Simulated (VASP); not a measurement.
Here is a VASP 6.6.1 calculation.

The input INCAR:

```
SYSTEM = H6C2O
PREC     = Accurate       ! precision mode
ENCUT    = 520            ! plane-wave cutoff, eV
EDIFF    = 1E-6           ! SCF threshold, eV
ISMEAR   = -1             ! smearing method
SIGMA    = 0.02           ! smearing width, eV
LREAL    = Auto         
LASPH    = .True.         ! aspherical terms in the spheres
NELM     = 80             ! most SCF steps
ALGO     = Normal         ! electronic algorithm
ISIF     = 2              ! what is computed and relaxed
LWAVE    = .False.        ! write WAVECAR
LCHARG   = .False.        ! write CHGCAR
GGA      = PE             ! functional
IVDW     = 12             ! dispersion correction
NBANDS   = 64             ! bands
```

File KPOINTS:

```
regular mesh
0
Gamma
  1 1 1
  0 0 0
```

POSCAR

```
H6C2O
1.0
    7.2936330000      0.0000000000      0.0000000000
    0.0000000000      7.2936330000      0.0000000000
    0.0000000000      0.0000000000      7.2936330000
C O H
8 4 24
Direct
    0.4526688376      0.3359148449      0.8562327191
    0.3036413217      0.3432424129      0.7126873663
    0.0810294975      0.7378594522     -0.0113186919
    0.2192651974      0.7272524852      0.1437099404
    0.7233708554      0.7038080489      0.5797376772
    0.6879822029      0.9082171223      0.5561832526
    0.9952224619      0.2599482303      0.2429925888
    0.7927662964      0.2541110678      0.1947474612
    0.2813458081      0.1622976917      0.6363719320
    0.3554066692      0.8668938025      0.1268253326
    0.5258579318      0.9469299678      0.4494719537
    0.7588200266      0.0963476914      0.0822405223
    0.1729415577      0.1614650055      0.5586372638
    0.1704844954      0.3829799937      0.7716511140
    0.3385208351      0.4425943287      0.6040855694
    0.4727787600      0.4725423365      0.9159563707
    0.4144790762      0.2396587566      0.9653211354
    0.5839425249      0.2906710895      0.7977083088
    0.4220980613      0.8728304768      0.2440595351
    0.1448887834      0.7407225646      0.2757068000
    0.2843103054      0.5901529709      0.1452867072
   -0.0157210488      0.6226864325     -0.0014328633
    0.0019754507      0.8658143134     -0.0047659102
    0.1502620767      0.7306158185     -0.1451624711
    0.4445413278      1.0313360478      0.5179292149
    0.6802209190      0.9771247980      0.6906407093
    0.8061029304      0.9670435701      0.4821482280
    0.8532069385      0.6823511815      0.6530798702
    0.6130410696      0.6383596126      0.6586918678
    0.7325978845      0.6359720413      0.4450003451
    0.6340246855      0.0541851069      0.1051580331
    0.7096908659      0.2487619767      0.3210218129
    0.7550251055      0.3819972178      0.1215424286
    1.0246104790      0.3792208092      0.3304845015
    1.0384801066      0.1330606512      0.3129239902
    1.0799055031      0.2704970816      0.1188121845
```

Potentials or basis: VASP PAW PBE potentials, release 64 (C, O, H).

Run with:

```bash
$ cat potpaw_PBE.64/C/POTCAR potpaw_PBE.64/O/POTCAR potpaw_PBE.64/H/POTCAR > POTCAR
$ mpirun -np 1 vasp_gam > vasp.out
```

Question: Estimate the largest force.

Answer: 0.393 eV/Å.

Question: What does it give for the band gap on the k mesh?

Answer: 4.68 eV.

Question: Predict the dispersion energy per atom.

Answer: -0.036 eV.

Forces in eV/Å, atoms in the order of the input:
```
C   -0.099 -0.001  0.033
C   -0.134  0.036 -0.031
C    0.078  0.122 -0.052
C   -0.129 -0.191  0.105
C   -0.292 -0.001 -0.106
C    0.234  0.104 -0.087
C    0.068 -0.018 -0.070
C    0.074 -0.015  0.114
O    0.117 -0.311 -0.210
O   -0.069  0.049 -0.139
O    0.150 -0.164  0.109
O   -0.033  0.071  0.086
H   -0.035  0.041 -0.035
H    0.033  0.181  0.151
H   -0.006  0.014 -0.071
H    0.001  0.024  0.036
H    0.004 -0.007  0.018
H   -0.018  0.003 -0.031
H    0.103  0.065  0.171
H    0.031  0.047  0.045
H    0.043 -0.003 -0.002
H   -0.006 -0.007  0.003
H    0.002 -0.001 -0.027
H    0.035  0.011 -0.021
H    0.004 -0.004  0.143
H   -0.109 -0.073 -0.057
H    0.028  0.098  0.002
H   -0.003  0.022 -0.008
H    0.021  0.001 -0.005
H    0.009  0.031  0.060
H    0.024 -0.051 -0.053
H   -0.033 -0.057 -0.041
H   -0.029 -0.073 -0.026
H    0.029  0.011  0.001
H   -0.094  0.024 -0.008
H    0.004  0.023  0.007
```

Caveat: the k points lie up to 0.86 Å⁻¹ apart.
